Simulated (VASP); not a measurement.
Write the native input for VASP 6.6.1 that does the following.

| Item | Value |
| --- | --- |
| Task | single point |
| Functional | PBE |
| Potentials or basis | VASP PAW PBE potentials, release 64 (Zn, Se) |
| Cutoff | 520 eV |
| k mesh | 6 × 6 × 6 |
| Occupations | gaussian, width 0.01 eV |
| Spin | no spin polarisation |
| Dipole correction | no |
| Further INCAR settings | ALGO = Normal; EDIFF = 1e-07; NBANDS = 16 |

The structure of ZnSe (Stilleite) lies in POSCAR:

```
ZnSe
1.0
    0.0000000000      2.8074155586      2.8074155586
    2.8074155586      0.0000000000      2.8074155586
    2.8074155586      2.8074155586      0.0000000000
Zn Se
1 1
Direct
    0.0000000000      0.0000000000      0.0000000000
    0.2500000000      0.2500000000      0.2500000000
```

This cell differs from its parent crystal: volume changed by -6%.

These files were run (other wordings do the same):

INCAR

```
ALGO = Normal ; EDIFF = 1E-7
ENCUT = 520 ; GGA = PE
ISIF = 2 ; ISMEAR = 0
LASPH = True ; LCHARG = True
LELF = True ; LREAL = False
LVHAR = True ; LWAVE = False
NBANDS = 16 ; NELM = 60
PREC = Accurate ; SIGMA = 0.01
```

KPOINTS

```
k-points
0
Gamma
  6 6 6
```

Potentials or basis: VASP PAW PBE potentials, release 64 (Zn, Se).

The run is started by

```console
$ cat potpaw_PBE.64/Zn/POTCAR potpaw_PBE.64/Se/POTCAR > POTCAR
$ mpirun -np 1 vasp_std > vasp.out
```

Results of the run:

```yaml
Pressure: 4.4 GPa
Band_gap_on_the_k_mesh: 1.40 eV, direct
```

It took 15 s on 1 thread of Intel Xeon 6975P-C, with other jobs on the host, peak memory 0.17 GiB.
